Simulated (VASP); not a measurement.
# PbO (P-6m2) in VASP: a series of runs, part 2 of 2

VASP 6.6.1.

## Step 4: Single point, PBEsol

The input, INCAR:

```
  PREC = Accurate
  ENCUT = 520
  EDIFF = 1E-6
  ISMEAR = 0
  SIGMA = 0.05
  LREAL = F
  LASPH = T
  NELM = 80
  ALGO = Normal
  ISIF = 2
  LWAVE = F
  LCHARG = F
  GGA = PS
  NBANDS = 17
```

The input, KPOINTS:

```
Automatic mesh
0
Gamma
  12 12 10
```

The input, POSCAR:

```
PbO
1.0
    3.5678723414      0.0000000000      0.0000000000
   -1.7839361707      3.0898680851      0.0000000000
    0.0000000000      0.0000000000      3.2951134840
Pb O
1 1
Direct
    0.0000000000      0.0000000000      0.0000000000
    0.6666666667      0.3333333333      0.5000000000
```

Potentials or basis: VASP PAW PBE potentials, release 64 (Pb_d, O).

Run with:

```bash
$ cat potpaw_PBE.64/Pb_d/POTCAR potpaw_PBE.64/O/POTCAR > POTCAR
$ mpirun -np 1 vasp_std > vasp.out
```

OUTCAR:

```text
PREC = Accurate
   ENCUT = 520
   EDIFF = 1E-6
   ISMEAR = 0
   LREAL = F
   LASPH = T
   NELM = 80
   ISIF = 2
   GGA = PS

 ion  position               nearest neighbor table
   1  0.000  0.000  0.000-   2 2.64   2 2.64   2 2.64   2 2.64   2 2.64   2 2.64
   2  0.667  0.333  0.500-   1 2.64   1 2.64   1 2.64   1 2.64   1 2.64   1 2.64

  LATTYP: Found a hexagonal cell.
 ALAT       =     3.5678723414
 C/A-ratio  =     0.9235513967

  Lattice vectors:

 A1 = (   3.5678723414,   0.0000000000,   0.0000000000)
 A2 = (  -1.7839361707,   3.0898680851,   0.0000000000)
 A3 = (   0.0000000000,   0.0000000000,   3.2951134840)

Analysis of symmetry for initial positions (statically):
=====================================================================
 Subroutine PRICEL returns:
 Original cell was already a primitive cell.

 Routine SETGRP: Setting up the symmetry group for a
 hexagonal supercell.

 Subroutine GETGRP returns: Found 12 space group operations
 (whereof 12 operations were pure point group operations)
 out of a pool of 24 trial point group operations.

The static configuration has the point symmetry D_3h.

Analysis of symmetry for dynamics (positions and initial velocities):
=====================================================================
 Subroutine PRICEL returns:
 Original cell was already a primitive cell.

 Routine SETGRP: Setting up the symmetry group for a
 hexagonal supercell.

 Subroutine GETGRP returns: Found 12 space group operations
 (whereof 12 operations were pure point group operations)
 out of a pool of 24 trial point group operations.

The dynamic configuration has the point symmetry D_3h.

 Subroutine INISYM returns: Found 12 space group operations
 (whereof 12 operations are pure point group operations),
 and found     1 'primitive' translations

----------------------------------------------------------------------------------------

                                     Primitive cell

  volume of cell :      36.3262

  direct lattice vectors                    reciprocal lattice vectors
     3.567872341  0.000000000  0.000000000     0.280279086  0.161819206  0.000000000
    -1.783936171  3.089868085  0.000000000     0.000000000  0.323638412  0.000000000
     0.000000000  0.000000000  3.295113484     0.000000000  0.000000000  0.303479684

  length of vectors
     3.567872341  3.567872341  3.295113484     0.323638412  0.323638412  0.303479684

  position of ions in fractional coordinates (direct lattice)
     0.000000000  0.000000000  0.000000000
     0.666666667  0.333333333  0.500000000

  ion indices of the primitive-cell ions
   primitive index   ion index
                 1           1
                 2           2

----------------------------------------------------------------------------------------

 KPOINTS: Automatic mesh

Automatic generation of k-mesh.
 Grid dimensions read from file:
 generate k-points for:   12   12   10

 Generating k-lattice:

  Cartesian coordinates                     Fractional coordinates (reciprocal lattice)
     0.023356591  0.013484934  0.000000000     0.083333333  0.000000000  0.000000000
     0.000000000  0.026969868  0.000000000     0.000000000  0.083333333  0.000000000
     0.000000000  0.000000000  0.030347968     0.000000000  0.000000000  0.100000000

  Length of vectors
     0.026969868  0.026969868  0.030347968

  Shift w.r.t. Gamma in fractional coordinates (k-lattice)
     0.000000000  0.000000000  0.000000000

 Subroutine IBZKPT returns following result:
 ===========================================

 Found    114 irreducible k-points:

 Following reciprocal coordinates:
            Coordinates               Weight
  0.000000  0.000000  0.000000      1.000000
  0.083333  0.000000  0.000000      6.000000
  0.166667 -0.000000  0.000000      6.000000
  0.250000  0.000000  0.000000      6.000000
  0.333333 -0.000000  0.000000      6.000000
  0.416667  0.000000  0.000000      6.000000
[... 16 lines left out ...]
  0.250000  0.000000  0.100000     12.000000
  0.333333 -0.000000  0.100000     12.000000
 [... further k-points ...]
   k-points           NKPTS =    114   k-points in BZ     NKDIM =    114   number of bands    NBANDS=     17
   number of dos      NEDOS =    301   number of ions     NIONS =      2
   total plane-waves  NPLWV =  21952
   dimension x,y,z NGX =    28 NGY =   28 NGZ =   28
   dimension x,y,z NGXF=    56 NGYF=   56 NGZF=   56
   ions per type =               1   1
   NGX,Y,Z   is equivalent  to a cutoff of  13.05, 13.05, 14.13 a.u.
   NGXF,Y,Z  is equivalent  to a cutoff of  26.09, 26.09, 28.25 a.u.
 SYSTEM =  unknown system
   PREC   = accura    normal or accurate (medium, high low for compatibility)
   ISTART =      0    job   : 0-new  1-cont  2-samecut
   ICHARG =      2    charge: 1-file 2-atom 10-const
   ISPIN  =      1    spin polarized calculation?
   LNONCOLLINEAR =      F non collinear calculations
   LSORBIT =      F    spin-orbit coupling
   LASPH  =      T    aspherical Exc in radial PAW
   ENCUT  =  520.0 eV  38.22 Ry    6.18 a.u.   6.63  6.63  6.13*2*pi/ulx,y,z
   NELM   =     80;   NELMIN=  2; NELMDL= -5     # of ELM steps
   EDIFF  = 0.1E-05   stopping-criterion for ELM
   LREAL  =      F    real-space projection
   EDIFFG = 0.1E-04   stopping-criterion for IOM
   NSW    =      0    number of steps for IOM
   IBRION =     -1    ionic relax: 0-MD 1-quasi-New 2-CG
   NFREE  =      0    steps in history (QN), initial steepest desc. (CG)
   ISIF   =      2    stress and relaxation
   ISYM   =      2    0-nonsym 1-usesym 2-fastsym
   POTIM  = 0.5000    time-step for ionic-motion
   TEBEG  =    0.0;   TEEND  =   0.0 temperature during run
   PSTRESS=    0.0 pullay stress
   NELECT =      20.0000    total number of electrons
   NUPDOWN=      -1.0000    fix difference up-down
   EMIN   =  10.00;   EMAX   =-10.00  energy-range for DOS
   EFERMI =   0.00;   METHOD = LEGACY
   ISMEAR =     0;   SIGMA  =   0.05  broadening in eV -4-tet -1-fermi 0-gaus
   EFERMI_NEDOS =   21; number of points for ismear=-14 and -15
   IALGO  =     38    algorithm
   IMIX   =      4    mixing-type and parameters
     AMIX     =   0.40;   BMIX     =  1.00
     AMIX_MAG =   1.60;   BMIX_MAG =  1.00
  volume/ion in A,a.u.               =      18.16       122.57
  Fermi-wavevector in a.u.,A,eV,Ry     =   1.341771  2.535579 24.495228  1.800348
  Thomas-Fermi vector in A             =   2.469978
   LORBIT       =      0    0 simple, 1 ext, 2 COOP (PROOUT), +10 PAW based schemes
   GGA     = PS    functional components
   LHFCALC =     F    Hartree Fock is set to
   AEXX    =    0.0000 exact exchange contribution
   IVDW    =     0    specifies the selected vdW correction
   LEPSILON=     F    determine dielectric tensor
   LRPA    =     F    only Hartree local field effects (RPA)
 non-spin polarized calculation
 Gauss-broadening in eV      SIGMA  =   0.05
  energy-cutoff  :      520.00
  volume of cell :       36.33
 maximum number of plane-waves:       999
 NGX is ok and might be reduce to    28
   NGX = 13   NGY = 13   NGZ = 13

 number of electron      19.9999998 magnetization

 Free energy of the ion-electron system (eV)
  ---------------------------------------------------
  ext. energy  EPLUGINS =         0.00000000
  ---------------------------------------------------
  free energy    TOTEN  =       -10.87067939 eV

  energy without entropy =      -10.87063821  energy(sigma->0) =      -10.87065880

 E-fermi :   6.2779     XC(G=0): -10.7695

 val. band max:        6.2772258264   @ k =   0.3333   0.3333   0.0000
 cond. band min:       6.4949406166   @ k =   0.3333   0.3333   0.5000
 fundamental gap:      0.2177147903
 Fermi energy:         6.2779279953

 k-point     1 :       0.0000    0.0000    0.0000
  band No.  band energies     occupation
      1     -11.3519      2.00000
      2     -10.5639      2.00000
      3     -10.3917      2.00000
      4     -10.3917      2.00000
      5     -10.1192      2.00000
      6     -10.1192      2.00000
[... 9 lines left out ...]
     16      20.6983      0.00000
     17      20.6983      0.00000
[... 441 lines left out ...]
 k-point    24 :       0.3333   -0.0000    0.1000
  band No.  band energies     occupation
      1     -11.2084      2.00000
      2     -10.4925      2.00000
      3     -10.2660      2.00000
      4     -10.2232      2.00000
      5     -10.1520      2.00000
      6      -9.9447      2.00000
[... 9 lines left out ...]
     16      20.7758      0.00000
     17      21.7662      0.00000

 [... further k-points ...]

------------------------ aborting loop because EDIFF is reached ----------------------------------------

  FORCE on cell =-STRESS in cart. coord.  units (eV):
  Direction    XX          YY          ZZ          XY          YZ          ZX
  --------------------------------------------------------------------------------------
  -------------------------------------------------------------------------------------
  Total       -0.9671733     -0.9671733     -1.1282454     -0.0000000     -0.0000000      0.0000000
  in kB      -42.6574862    -42.6574862    -49.7616222     -0.0000000     -0.0000000      0.0000000
  external PRESSURE =     -45.0255315 kB  Pullay stress =       0.0000000 kB

 VOLUME and BASIS-vectors are now :
 -----------------------------------------------------------------------------
  energy-cutoff  :      520.00
  volume of cell :       36.33
      direct lattice vectors                 reciprocal lattice vectors
     3.567872341  0.000000000  0.000000000     0.280279086  0.161819206  0.000000000
    -1.783936171  3.089868085  0.000000000     0.000000000  0.323638412  0.000000000
     0.000000000  0.000000000  3.295113484     0.000000000  0.000000000  0.303479684

 POSITION                                       TOTAL-FORCE (eV/Angst)
 -----------------------------------------------------------------------------------
      0.00000      0.00000      0.00000         0.000000      0.000000      0.000000
      1.78394      1.02996      1.64756        -0.000000      0.000000      0.000000
 -----------------------------------------------------------------------------------
    total drift:                                0.000000     -0.000000      0.000000

  FREE ENERGIE OF THE ION-ELECTRON SYSTEM (eV)
  ---------------------------------------------------
  free  energy   TOTEN  =       -10.8706793946 eV

  energy  without entropy=      -10.8706382081  energy(sigma->0) =      -10.87065880
```

OSZICAR:

```text
N       E                     dE             d eps       ncg     rms          rms(c)
DAV:   1     0.172127162814E+03    0.17213E+03   -0.10489E+04  3916   0.140E+03
DAV:   2     0.205945529750E+00   -0.17192E+03   -0.16340E+03  4065   0.351E+02
DAV:   3    -0.125920853445E+02   -0.12798E+02   -0.12720E+02  4734   0.104E+02
DAV:   4    -0.128579587634E+02   -0.26587E+00   -0.26570E+00  4844   0.156E+01
DAV:   5    -0.128660222190E+02   -0.80635E-02   -0.80630E-02  5250   0.268E+00    0.791E+00
DAV:   6    -0.112241605188E+02    0.16419E+01   -0.13205E+01  5478   0.267E+01    0.519E+00
DAV:   7    -0.109008249352E+02    0.32334E+00   -0.19403E+00  4579   0.113E+01    0.149E+00
DAV:   8    -0.109198426831E+02   -0.19018E-01   -0.56070E-01  4574   0.725E+00    0.146E+00
DAV:   9    -0.108704959607E+02    0.49347E-01   -0.80813E-02  4963   0.369E+00    0.218E-01
DAV:  10    -0.108711719634E+02   -0.67600E-03   -0.92459E-03  4232   0.732E-01    0.185E-01
DAV:  11    -0.108707323315E+02    0.43963E-03   -0.23493E-03  4092   0.341E-01    0.581E-02
DAV:  12    -0.108706789730E+02    0.53359E-04   -0.11105E-04  4845   0.107E-01    0.618E-03
DAV:  13    -0.108706793946E+02   -0.42163E-06   -0.33672E-06  4736   0.149E-02
   1 F= -.10870679E+02 E0= -.10870659E+02  d E =-.411865E-04
```

It took 1.7 min on 1 thread of Intel Xeon 8259CL, shared host; peak memory 0.21 GiB.

Results:

```yaml
Free_energy: -10.8707 eV
Pressure: -4.5 GPa
Band_gap_on_the_k_mesh: zero (bands 10 and 11 overlap by 0.08 eV)
```

Stress tensor (GPa, compression positive):
```
-4.27  0.00  0.00
 0.00 -4.27  0.00
 0.00  0.00 -4.98
```

Levels at points of the mesh, in eV from the Fermi level:
```tsv
k point	band 8	band 9	band 10	band 11	band 12	band 13
(0.00, 0.00, 0.00)	-2.62	-2.19	-2.19	6.14	6.14	8.10
(0.50, 0.00, 0.00)	-3.07	-2.14	-1.88	1.20	6.18	7.64
(0.00, 0.00, 0.50)	-1.87	-1.87	-0.11	-0.08	7.61	7.61
(0.50, 0.00, 0.50)	-4.44	-4.20	-1.99	2.72	3.27	4.67
```

Caveat: the cell stands under tension; semilocal functionals underestimate gaps, and a narrow one can read as zero; the PAW data sets were made with another functional, which shifts forces and pressure a little; spin-orbit coupling is left out, which moves the levels of the heavy elements.

## Step 5: Single point, LDA

The input, INCAR:

```
PREC = Accurate
ENCUT = 520
EDIFF = 1E-6
ISMEAR = 0
SIGMA = 0.05
LREAL = F
LASPH = T
NELM = 60
ALGO = Normal
ISIF = 2
LWAVE = F
LCHARG = F
GGA = CA
NBANDS = 17
```

The input, KPOINTS:

```
regular mesh
0
Gamma
  12 12 10
```

POSCAR is that of step 4.

Potentials or basis: VASP PAW LDA potentials, release 64 (Pb_d, O).

Run with:

```bash
$ cat potpaw_LDA.64/Pb_d/POTCAR potpaw_LDA.64/O/POTCAR > POTCAR
$ mpirun -np 1 vasp_std > vasp.out
```

Run time: 94 s. Hardware: 1 thread of Intel Xeon 8259CL, shared host; peak memory 0.19 GiB.

Results (log left out):

- Free energy: -11.5778 eV
- Pressure: -7.3 GPa
- Band gap on the k mesh: zero (bands 10 and 11 overlap by 0.08 eV)

Stress tensor (GPa, compression positive):
```
-6.84  0.00  0.00
 0.00 -6.84  0.00
 0.00  0.00 -8.09
```

Levels at points of the mesh, in eV from the Fermi level:
```tsv
k point	band 7	band 8	band 9	band 10	band 11	band 12	band 13	band 14
(0.00, 0.00, 0.00)	-8.03	-2.63	-2.19	-2.19	6.09	6.09	8.05	8.84
(0.50, 0.00, 0.00)	-8.68	-3.08	-2.13	-1.89	1.20	6.12	7.58	8.25
(0.00, 0.00, 0.50)	-9.32	-1.88	-1.88	-0.09	-0.08	7.55	7.55	12.30
(0.50, 0.00, 0.50)	-6.40	-4.45	-4.21	-1.99	2.70	3.24	4.61	8.02
```

Caveat: the cell stands under tension; semilocal functionals underestimate gaps, and a narrow one can read as zero; spin-orbit coupling is left out, which moves the levels of the heavy elements.

## Step 6: Single point, PBE (18.53 Å³/atom)

This run uses another cell than the first one, of 18.53 Å³/atom.

The input, INCAR:

```
  PREC = Accurate
  ENCUT = 520
  EDIFF = 1E-6
  ISMEAR = 0
  SIGMA = 0.05
  LREAL = False
  LASPH = True
  NELM = 60
  ALGO = Normal
  ISIF = 2
  LWAVE = False
  LCHARG = True
  GGA = PE
  LELF = True
  LVHAR = True
  NBANDS = 17
```

The input, KPOINTS:

```
Automatic mesh
0
Gamma
  12 12 10
```

The input, POSCAR:

```
PbO
1.0
    3.5961304922      0.0000000000      0.0000000000
   -1.7980652461      3.1143403616      0.0000000000
    0.0000000000      0.0000000000      3.3084020166
Pb O
1 1
Direct
    0.0000000000      0.0000000000      0.0000000000
    0.6666666667      0.3333333333      0.5000000000
```

Potentials or basis: VASP PAW PBE potentials, release 64 (Pb_d, O).

Run with:

```bash
$ cat potpaw_PBE.64/Pb_d/POTCAR potpaw_PBE.64/O/POTCAR > POTCAR
$ mpirun -np 1 vasp_std > vasp.out
```

It took 1.7 min on 1 thread of Intel Xeon 8259CL, shared host; peak memory 0.21 GiB.

Results (log left out):

| Property | Result |
| --- | --- |
| Free energy | -10.1701 eV |
| Pressure | -1.6 GPa |
| Band gap on the k mesh | zero (bands 10 and 11 overlap by 0.01 eV) |

Levels at points of the mesh, in eV from the Fermi level:
```
           k point  band 6  band 7  band 8  band 9  band 10  band 11  band 12  band 13  band 14  band 15
(0.00, 0.00, 0.00)  -16.48   -8.05   -2.47   -2.09    -2.09     6.09     6.09     8.07     9.01     9.56
(0.50, 0.00, 0.00)  -16.21   -8.55   -2.94   -2.05    -1.77     1.25     6.11     7.64     8.35    13.81
(0.00, 0.00, 0.50)  -16.58   -9.13   -1.78   -1.78    -0.08    -0.03     7.49     7.49    12.24    12.42
(0.50, 0.00, 0.50)  -15.69   -6.33   -4.25   -4.04    -1.89     2.76     3.28     4.68     8.14    12.04
```

Caveat: semilocal functionals underestimate gaps, and a narrow one can read as zero; spin-orbit coupling is left out, which moves the levels of the heavy elements.

## Step 7: Summary

| level | potentials or basis | cell | gap on the mesh (eV) | pressure (GPa) |
| --- | --- | --- | --- | --- |
| PBE | VASP PAW PBE potentials, release 64 (Pb_d, O) | a = 3.568, b = 3.568, c = 3.295 Å, angles 90.0, 90.0, 120.0°, 2 atoms | none | -0.1 |
| PBEsol | VASP PAW PBE potentials, release 64 (Pb_d, O) | a = 3.568, b = 3.568, c = 3.295 Å, angles 90.0, 90.0, 120.0°, 2 atoms | none | -4.5 |
| LDA | VASP PAW LDA potentials, release 64 (Pb_d, O) | a = 3.568, b = 3.568, c = 3.295 Å, angles 90.0, 90.0, 120.0°, 2 atoms | none | -7.3 |
| PBE | VASP PAW PBE potentials, release 64 (Pb_d, O) | a = 3.596, b = 3.596, c = 3.308 Å, angles 90.0, 90.0, 120.0°, 2 atoms | none | -1.6 |

Alike in all rows: task single point; no spin polarisation; k mesh 12 × 12 × 10; cutoff (eV) 520; smearing gaussian 0.05 eV.

Caveats: semilocal functionals underestimate gaps, and a narrow one can read as zero; spin-orbit coupling is left out, which moves the levels of the heavy elements; the cell stands under tension (at least some runs); the PAW data sets were made with another functional, which shifts forces and pressure a little (at least some runs).

Total energies depend on the potentials used, so only differences within one code and one set of settings carry meaning.

The gap in the log of VASP goes by the Fermi energy; the results here count the filled bands.